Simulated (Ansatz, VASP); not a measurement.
## One calculation of C, two programs

POSCAR

```
C
1.0
    0.0000000000      1.7856546300      1.7856546300
    1.7856546300      0.0000000000      1.7856546300
    1.7856546300      1.7856546300      0.0000000000
C
2
Direct
    0.7500000000      0.7500000000      0.7500000000
    0.5000000000      0.5000000000      0.5000000000
```

INCAR.step1

```
  ALGO = Normal
  EDIFF = 1E-5
  ENCUT = 660
  GGA = PE
  GGA_COMPAT = False
  ISMEAR = 0
  LASPH = True
  LCHARG = False
  LREAL = False
  LWAVE = True
  NBANDS = 11
  NELM = 120
  PREC = Accurate
  SIGMA = 0.05
```

Contents of INCAR.step2:

```
  ALGO = Normal
  EDIFF = 1E-6
  ENCUT = 660
  GGA_COMPAT = False
  ISIF = 2
  ISMEAR = 0
  ISTART = 1
  LASPH = True
  LCHARG = True
  LELF = True
  LMIXTAU = True
  LREAL = False
  LVHAR = True
  LWAVE = False
  METAGGA = R2SCAN
  NBANDS = 11
  NELM = 120
  PREC = Accurate
  SIGMA = 0.05
```

KPOINTS

```
k-points
0
Gamma
  12 12 12
```

Input for Ansatz:

```yaml
crystal:
  lattice:
    - [0.0, 1.78565463, 1.78565463]
    - [1.78565463, 0.0, 1.78565463]
    - [1.78565463, 1.78565463, 0.0]
  atoms:
    - { symbol: C, position: [0.75, 0.75, 0.75] }
    - { symbol: C, position: [0.5, 0.5, 0.5] }
basis:
  ecutwfc: 500
  ecutrho_ratio: 4
kpoints:
  mp_grid: { grid: [12, 12, 12] }
hamiltonian:
  xc: r2scan
scf:
  occupations: { method: gaussian, width: 0.05 }
output:
  forces: true
  stress: true
  eigenvalues: true
```

Alike in both runs: task single point; functional r2SCAN; k mesh 12 × 12 × 12; occupations gaussian, width 0.05 eV; no spin polarisation.

|  | VASP | Ansatz |
| --- | --- | --- |
| version | VASP 6.6.1 | Ansatz 0.2.0 |
| potentials or method | VASP PAW PBE potentials, release 64 (C), cutoff 660 eV | scalar-relativistic, plane waves, PAW |
| valence electrons in the cell | 8 | 8 |

```tsv
	VASP	Ansatz	Ansatz less VASP
gap on the k mesh at the Fermi level (eV)	4.33	4.36	+0.028
least direct gap on the mesh (eV)	5.83	5.87	+0.044
pressure (GPa)	-4.0	-4.1	-0.12
```

VASP's potentials were made for PBE, not for r2SCAN.
